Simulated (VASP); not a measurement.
# BeS (F-43m) in VASP: a series of runs

Aim: see how the results for BeS move with the level of theory and the settings. Levels: PBEsol, PBEsol+D4. Tasks: relaxation of cell and atoms, single point.

Program: VASP 6.6.1. These are calculated values, not measurements. Logs are shortened: lines on timing, memory, paths and dates and some standing lists are left out, and cuts for length are marked.

### Step 1. The cell of the first run

It takes space group F-43m (No. 216, cubic). The conventional cell has a = 4.850 Å, b = 4.850 Å, c = 4.850 Å, α = 90.00°, β = 90.00°, γ = 90.00°. S (site symmetry -43m) has 4 Be at 2.10 Å within 2.8 Å. Within 2.8 Å of Be (site symmetry -43m) lie 4 S at 2.10 Å.

### Step 2. Relaxation of cell and atoms, PBEsol, target pressure 10 GPa, at which the enthalpy is minimised

INCAR

```
ALGO = Normal
EDIFF = 1E-7
EDIFFG = -0.005
ENCUT = 600
GGA = PS
IBRION = 2
ISIF = 3
ISMEAR = -1
LASPH = True
LCHARG = False
LREAL = False
LWAVE = False
NELM = 80
NSW = 80
PREC = Accurate
PSTRESS = 100.0
SIGMA = 0.05
```

KPOINTS

```
k-points
0
Gamma
  9 9 9
```

POSCAR

```
BeS
1.0
    0.0000000000      2.4250000000      2.4250000000
    2.4250000000      0.0000000000      2.4250000000
    2.4250000000      2.4250000000      0.0000000000
S Be
1 1
Direct
    0.7500000000      0.7500000000      0.7500000000
    0.0000000000      0.0000000000      0.0000000000
```

Potentials or basis: VASP PAW PBE potentials, release 64 (S, Be).

Started as:

```sh
cat potpaw_PBE.64/S/POTCAR potpaw_PBE.64/Be/POTCAR > POTCAR
mpirun -np 1 vasp_std > vasp.out
```

OUTCAR:

```text
EDIFF = 1E-7
   EDIFFG = -0.005
   ENCUT = 600
   GGA = PS
   IBRION = 2
   ISIF = 3
   ISMEAR = -1
   LASPH = True
   LREAL = False
   NELM = 80
   NSW = 80
   PREC = Accurate
   PSTRESS = 100.0

 ion  position               nearest neighbor table
   1  0.750  0.750  0.750-   2 2.10   2 2.10   2 2.10   2 2.10
   2  0.000  0.000  0.000-   1 2.10   1 2.10   1 2.10   1 2.10

  LATTYP: Found a face centered cubic cell.
 ALAT       =     4.8500000000

  Lattice vectors:

 A1 = (   0.0000000000,   2.4250000000,   2.4250000000)
 A2 = (   2.4250000000,   0.0000000000,   2.4250000000)
 A3 = (   2.4250000000,   2.4250000000,   0.0000000000)

Analysis of symmetry for initial positions (statically):
=====================================================================
 Subroutine PRICEL returns:
 Original cell was already a primitive cell.

 Routine SETGRP: Setting up the symmetry group for a
 face centered cubic supercell.

 Subroutine GETGRP returns: Found 24 space group operations
 (whereof 24 operations were pure point group operations)
 out of a pool of 48 trial point group operations.

The static configuration has the point symmetry T_d .

Analysis of symmetry for dynamics (positions and initial velocities):
=====================================================================
 Subroutine PRICEL returns:
 Original cell was already a primitive cell.

 Routine SETGRP: Setting up the symmetry group for a
 face centered cubic supercell.

 Subroutine GETGRP returns: Found 24 space group operations
 (whereof 24 operations were pure point group operations)
 out of a pool of 48 trial point group operations.

The dynamic configuration has the point symmetry T_d .

 Subroutine INISYM returns: Found 24 space group operations
 (whereof 24 operations are pure point group operations),
 and found     1 'primitive' translations

----------------------------------------------------------------------------------------

                                     Primitive cell

  volume of cell :      28.5210

  direct lattice vectors                    reciprocal lattice vectors
     0.000000000  2.425000000  2.425000000    -0.206185567  0.206185567  0.206185567
     2.425000000  0.000000000  2.425000000     0.206185567 -0.206185567  0.206185567
     2.425000000  2.425000000  0.000000000     0.206185567  0.206185567 -0.206185567

  length of vectors
     3.429467889  3.429467889  3.429467889     0.357123878  0.357123878  0.357123878

  position of ions in fractional coordinates (direct lattice)
     0.750000000  0.750000000  0.750000000
     0.000000000  0.000000000  0.000000000

  ion indices of the primitive-cell ions
   primitive index   ion index
                 1           1
                 2           2

----------------------------------------------------------------------------------------

 KPOINTS: k-points

Automatic generation of k-mesh.
 Grid dimensions read from file:
 generate k-points for:    9    9    9

 Generating k-lattice:

  Cartesian coordinates                     Fractional coordinates (reciprocal lattice)
    -0.022909507  0.022909507  0.022909507     0.111111111  0.000000000  0.000000000
     0.022909507 -0.022909507  0.022909507     0.000000000  0.111111111  0.000000000
     0.022909507  0.022909507 -0.022909507     0.000000000  0.000000000  0.111111111

  Length of vectors
     0.039680431  0.039680431  0.039680431

  Shift w.r.t. Gamma in fractional coordinates (k-lattice)
     0.000000000  0.000000000  0.000000000

 Subroutine IBZKPT returns following result:
 ===========================================

 Found     35 irreducible k-points:

 Following reciprocal coordinates:
            Coordinates               Weight
  0.000000  0.000000  0.000000      1.000000
  0.111111  0.000000  0.000000      8.000000
  0.222222  0.000000  0.000000      8.000000
  0.333333  0.000000  0.000000      8.000000
  0.444444  0.000000  0.000000      8.000000
  0.111111  0.111111  0.000000      6.000000
[... 16 lines left out ...]
 -0.333333  0.333333  0.000000     12.000000
  0.444444  0.444444  0.000000      6.000000
 [... further k-points ...]
   k-points           NKPTS =     35   k-points in BZ     NKDIM =     35   number of bands    NBANDS=      8
   number of dos      NEDOS =    301   number of ions     NIONS =      2
   total plane-waves  NPLWV =  21952
   dimension x,y,z NGX =    28 NGY =   28 NGZ =   28
   dimension x,y,z NGXF=    56 NGYF=   56 NGZF=   56
   ions per type =               1   1
   NGX,Y,Z   is equivalent  to a cutoff of  13.57, 13.57, 13.57 a.u.
   NGXF,Y,Z  is equivalent  to a cutoff of  27.15, 27.15, 27.15 a.u.
 SYSTEM =  unknown system
   PREC   = accura    normal or accurate (medium, high low for compatibility)
   ISTART =      0    job   : 0-new  1-cont  2-samecut
   ICHARG =      2    charge: 1-file 2-atom 10-const
   ISPIN  =      1    spin polarized calculation?
   LNONCOLLINEAR =      F non collinear calculations
   LSORBIT =      F    spin-orbit coupling
   LASPH  =      T    aspherical Exc in radial PAW
   ENCUT  =  600.0 eV  44.10 Ry    6.64 a.u.   6.85  6.85  6.85*2*pi/ulx,y,z
   NELM   =     80;   NELMIN=  2; NELMDL= -5     # of ELM steps
   EDIFF  = 0.1E-06   stopping-criterion for ELM
   LREAL  =      F    real-space projection
   EDIFFG = -.5E-02   stopping-criterion for IOM
   NSW    =     80    number of steps for IOM
   IBRION =      2    ionic relax: 0-MD 1-quasi-New 2-CG
   NFREE  =      1    steps in history (QN), initial steepest desc. (CG)
   ISIF   =      3    stress and relaxation
   ISYM   =      2    0-nonsym 1-usesym 2-fastsym
   POTIM  = 0.5000    time-step for ionic-motion
   TEBEG  =    0.0;   TEEND  =   0.0 temperature during run
   PSTRESS=  100.0 pullay stress
   NELECT =       8.0000    total number of electrons
   NUPDOWN=      -1.0000    fix difference up-down
   EMIN   =  10.00;   EMAX   =-10.00  energy-range for DOS
   EFERMI =   0.00;   METHOD = LEGACY
   ISMEAR =    -1;   SIGMA  =   0.05  broadening in eV -4-tet -1-fermi 0-gaus
   EFERMI_NEDOS =   21; number of points for ismear=-14 and -15
   IALGO  =     38    algorithm
   IMIX   =      4    mixing-type and parameters
     AMIX     =   0.40;   BMIX     =  1.00
     AMIX_MAG =   1.60;   BMIX_MAG =  1.00
  volume/ion in A,a.u.               =      14.26        96.23
  Fermi-wavevector in a.u.,A,eV,Ry     =   1.071642  2.025110 15.625158  1.148417
  Thomas-Fermi vector in A             =   2.207388
   LORBIT       =      0    0 simple, 1 ext, 2 COOP (PROOUT), +10 PAW based schemes
   GGA     = PS    functional components
   LHFCALC =     F    Hartree Fock is set to
   AEXX    =    0.0000 exact exchange contribution
   IVDW    =     0    specifies the selected vdW correction
   LEPSILON=     F    determine dielectric tensor
   LRPA    =     F    only Hartree local field effects (RPA)
 conjugate gradient relaxation of ions
 non-spin polarized calculation
  energy-cutoff  :      600.00
  volume of cell :       28.52
 maximum number of plane-waves:       963
   NGX = 13   NGY = 13   NGZ = 13

--------------------------------------- Ionic step        1  -------------------------------------------

 number of electron       7.9999999 magnetization

 Free energy of the ion-electron system (eV)
  ---------------------------------------------------
  ext. energy  EPLUGINS =         0.00000000
  ---------------------------------------------------
  free energy    TOTEN  =       -10.56431029 eV

  energy without entropy =      -10.56431029  energy(sigma->0) =      -10.56431029

 E-fermi :   5.0900     XC(G=0):  -9.9011

 val. band max:        4.1440548132   @ k =   0.0000   0.0000   0.0000
 cond. band min:       7.1697486671   @ k =   0.4444   0.4444   0.0000
 fundamental gap:      3.0256938540
 Fermi energy:         5.0900202948

 k-point     1 :       0.0000    0.0000    0.0000
  band No.  band energies     occupation
      1      -9.5734      2.00000
      2       4.1441      2.00000
      3       4.1441      2.00000
      4       4.1441      2.00000
      5       9.7540      0.00000
      6       9.7540      0.00000
      7       9.7540      0.00000
      8       9.8506      0.00000

 k-point     2 :       0.1111    0.0000    0.0000
  band No.  band energies     occupation
      1      -9.4313      2.00000
      2       3.1378      2.00000
      3       3.9806      2.00000
      4       3.9806      2.00000
      5       9.6474      0.00000
      6      10.0464      0.00000
      7      10.0464      0.00000
      8      10.9719      0.00000
[... 309 lines left out ...]
  FREE ENERGIE OF THE ION-ELECTRON SYSTEM (eV)
  ---------------------------------------------------
  free  energy   TOTEN  =       -10.3998761835 eV

  energy  without entropy=      -10.3998761834  energy(sigma->0) =      -10.39987618

  enthalpy is  TOTEN    =        -8.8505120553 eV   P V=        1.5493641281

--------------------------------------- Ionic step        3  -------------------------------------------

 number of electron       8.0000000 magnetization

 Free energy of the ion-electron system (eV)
  ---------------------------------------------------
  ext. energy  EPLUGINS =         0.00000000
  ---------------------------------------------------
  free energy    TOTEN  =       -10.49541157 eV

  energy without entropy =      -10.49541157  energy(sigma->0) =      -10.49541157

 E-fermi :   6.1346     XC(G=0): -10.2857

 val. band max:        5.1575303145   @ k =   0.0000   0.0000   0.0000
 cond. band min:       7.9643753046   @ k =   0.4444   0.4444   0.0000
 fundamental gap:      2.8068449901
 Fermi energy:         6.1345555043

 k-point     1 :       0.0000    0.0000    0.0000
  band No.  band energies     occupation
      1      -9.2277      2.00000
      2       5.1575      2.00000
      3       5.1575      2.00000
      4       5.1575      2.00000
      5      10.7052      0.00000
      6      10.7052      0.00000
      7      10.7052      0.00000
      8      11.6707      0.00000

 k-point     2 :       0.1111    0.0000    0.0000
  band No.  band energies     occupation
      1      -9.0677      2.00000
      2       4.0551      2.00000
      3       4.9667      2.00000
      4       4.9667      2.00000
      5      10.8183      0.00000
      6      11.0361      0.00000
      7      11.0361      0.00000
      8      12.6752      0.00000
[... 264 lines left out ...]
 POSITION                                       TOTAL-FORCE (eV/Angst)
 -----------------------------------------------------------------------------------
      3.52635      3.52635      3.52635        -0.000000     -0.000000     -0.000000
      0.00000      0.00000      0.00000         0.000000      0.000000      0.000000
 -----------------------------------------------------------------------------------
    total drift:                                0.000000      0.000000      0.000000

  FREE ENERGIE OF THE ION-ELECTRON SYSTEM (eV)
  ---------------------------------------------------
  free  energy   TOTEN  =       -10.4954115725 eV

  energy  without entropy=      -10.4954115725  energy(sigma->0) =      -10.49541157

  enthalpy is  TOTEN    =        -8.8735143450 eV   P V=        1.6218972275

 reached required accuracy - stopping structural energy minimisation
```

Run time: 14 s. Hardware: 1 thread of Intel Xeon Platinum 8488C (Sapphire Rapids), shared host; peak memory 0.15 GiB.

Results:

| Quantity | Value |
| --- | --- |
| Free energy | -10.4954 eV |
| Relaxed volume | 12.99 Å³/atom |
| Relaxed cell | a = 3.325 Å, b = 3.325 Å, c = 3.325 Å, α = 60.00°, β = 60.00°, γ = 60.00° |
| Space group after relaxing (to 0.05 Å) | F-43m (No. 216) |
| Energy change on relaxing (the enthalpy is what falls) | +34.4 meV/atom |
| Ionic steps | 3 |
| Pressure after relaxing | 10.0 GPa |
| Band gap on the k mesh | 2.81 eV, indirect (least direct gap 5.55 eV) |

The path:
| step | energy change (eV) | largest force (eV/Å) | pressure (GPa) | volume (Å³) |
| --- | --- | --- | --- | --- |
| 1 | 0.0000 | 0.0000 | -0.53 | 28.52 |
| 2 | 0.1644 | 0.0000 | 16.58 | 24.82 |
| 3 | 0.0689 | 0.0000 | 10.00 | 25.99 |

Final structure:
```xyz
2
Lattice="0.0000 2.3509 2.3509 2.3509 0.0000 2.3509 2.3509 2.3509 0.0000" Properties=species:S:1:pos:R:3 pbc="T T T"
S     3.5264    3.5264    3.5264
Be    0.0000    0.0000    0.0000
```

Levels at points of the mesh, in eV from the valence-band top:
| k point | band 2 | band 3 | band 4 | band 5 | band 6 | band 7 |
| --- | --- | --- | --- | --- | --- | --- |
| (0.00, 0.00, 0.00) | 0.00 | 0.00 | 0.00 | 5.55 | 5.55 | 5.55 |

Caveat: the cell is relaxed towards a set pressure, so the enthalpy falls and the energy may rise; the PAW data sets were made with another functional, which shifts forces and pressure a little.

### Step 3. Relaxation of cell and atoms, PBEsol, target pressure 20 GPa, at which the enthalpy is minimised

INCAR

```
PREC     = Accurate       # precision mode
ENCUT    = 600            # plane-wave cutoff, eV
EDIFF    = 1E-7           # SCF threshold, eV
ISMEAR   = -1             # smearing method
SIGMA    = 0.05           # smearing width, eV
LREAL    = F              # projectors in reciprocal space
LASPH    = T              # aspherical terms in the spheres
NELM     = 80             # most SCF steps
ALGO     = Normal         # electronic algorithm
ISIF     = 3              # what is computed and relaxed
LWAVE    = F              # write WAVECAR
LCHARG   = F              # write CHGCAR
GGA      = PS             # functional
IBRION   = 2              # ionic algorithm
NSW      = 80             # ionic steps
EDIFFG   = -0.005         # ionic threshold
PSTRESS  = 200.0
```

KPOINTS

```
Automatic mesh
0
Gamma
  9 9 9
```

POSCAR is that of step 2.

Potentials or basis: VASP PAW PBE potentials, release 64 (S, Be).

Started as:

```sh
cat potpaw_PBE.64/S/POTCAR potpaw_PBE.64/Be/POTCAR > POTCAR
mpirun -np 1 vasp_std > vasp.out
```

OUTCAR:

```text
PREC = Accurate
   ENCUT = 600
   EDIFF = 1E-7
   ISMEAR = -1
   LREAL = F
   LASPH = T
   NELM = 80
   ISIF = 3
   GGA = PS
   IBRION = 2
   NSW = 80
   EDIFFG = -0.005
   PSTRESS = 200.0

 ion  position               nearest neighbor table
   1  0.750  0.750  0.750-   2 2.10   2 2.10   2 2.10   2 2.10
   2  0.000  0.000  0.000-   1 2.10   1 2.10   1 2.10   1 2.10

  LATTYP: Found a face centered cubic cell.
 ALAT       =     4.8500000000

  Lattice vectors:

 A1 = (   0.0000000000,   2.4250000000,   2.4250000000)
 A2 = (   2.4250000000,   0.0000000000,   2.4250000000)
 A3 = (   2.4250000000,   2.4250000000,   0.0000000000)

Analysis of symmetry for initial positions (statically):
=====================================================================
 Subroutine PRICEL returns:
 Original cell was already a primitive cell.

 Routine SETGRP: Setting up the symmetry group for a
 face centered cubic supercell.

[... 172 lines left out ...]
 fundamental gap:      3.0256938540
 Fermi energy:         5.0900202948

 k-point     1 :       0.0000    0.0000    0.0000
  band No.  band energies     occupation
      1      -9.5734      2.00000
      2       4.1441      2.00000
      3       4.1441      2.00000
      4       4.1441      2.00000
      5       9.7540      0.00000
      6       9.7540      0.00000
      7       9.7540      0.00000
      8       9.8506      0.00000
[... 442 lines left out ...]
--------------------------------------- Ionic step        6  -------------------------------------------

 number of electron       8.0000000 magnetization

 Free energy of the ion-electron system (eV)
  ---------------------------------------------------
  ext. energy  EPLUGINS =         0.00000000
  ---------------------------------------------------
  free energy    TOTEN  =       -10.34012558 eV

  energy without entropy =      -10.34012558  energy(sigma->0) =      -10.34012558

 E-fermi :   6.8936     XC(G=0): -10.5688

 val. band max:        5.9505351604   @ k =   0.0000   0.0000   0.0000
 cond. band min:       8.5746017103   @ k =   0.4444   0.4444   0.0000
 fundamental gap:      2.6240665499
 Fermi energy:         6.8935764221

 k-point     1 :       0.0000    0.0000    0.0000
  band No.  band energies     occupation
      1      -8.9635      2.00000
      2       5.9505      2.00000
      3       5.9505      2.00000
      4       5.9505      2.00000
      5      11.4277      0.00000
      6      11.4277      0.00000
      7      11.4277      0.00000
      8      13.0812      0.00000
[... 286 lines left out ...]
  energy  without entropy=      -10.3401255761  energy(sigma->0) =      -10.34012558

  enthalpy is  TOTEN    =        -7.3068412520 eV   P V=        3.0332843241

 reached required accuracy - stopping structural energy minimisation
```

CONTCAR:

```text
BeS
   1.00000000000000
    -0.0000000000000000    2.2989061243821780    2.2989061243821780
     2.2989061243821780   -0.0000000000000000    2.2989061243821780
     2.2989061243821780    2.2989061243821780   -0.0000000000000000
  S               Be
     1     1
Direct
     0.7500000000000000    0.7500000000000000    0.7500000000000000
     0.0000000000000000    1.0000000000000000    0.0000000000000000

  0.00000000E+00  0.00000000E+00  0.00000000E+00
  0.00000000E+00  0.00000000E+00  0.00000000E+00
```

Run time: 23 s. Hardware: 1 thread of Intel Xeon Platinum 8488C (Sapphire Rapids), shared host; peak memory 0.16 GiB.

Results:

```yaml
Free_energy: -10.3401 eV
Relaxed_volume: 12.15 Å³/atom
Relaxed_cell: a = 3.251 Å, b = 3.251 Å, c = 3.251 Å, α = 60.00°, β = 60.00°, γ = 60.00°
Space_group_after_relaxing_to_0.05_Å: F-43m (No. 216)
Energy_change_on_relaxing_the_enthalpy_is_what_falls: +112.1 meV/atom
Ionic_steps: 6
Pressure_after_relaxing: 20.0 GPa
Band_gap_on_the_k_mesh: 2.62 eV, indirect (least direct gap 5.48 eV)
```

The path:
```
step  energy change (eV)  largest force (eV/Å)  pressure (GPa)  volume (Å³)
   1              0.0000                0.0000           -0.53        28.52
   2              0.7392                0.0000           43.56        21.62
   3              0.2180                0.0000           19.67        24.35
   4              0.2279                0.0000           20.21        24.27
   5              0.2215                0.0000           19.86        24.32
   6              0.2242                0.0000           20.01        24.30
```

Final structure:
```xyz
2
Lattice="0.0000 2.2989 2.2989 2.2989 0.0000 2.2989 2.2989 2.2989 0.0000" Properties=species:S:1:pos:R:3 pbc="T T T"
S     3.4484    3.4484    3.4484
Be    2.2989    0.0000    2.2989
```

Caveat: the cell is relaxed towards a set pressure, so the enthalpy falls and the energy may rise; the PAW data sets were made with another functional, which shifts forces and pressure a little. PBEsol gaps usually lie below the measured ones, often by a third to a half.

(Part 1 of 2 ends here.)
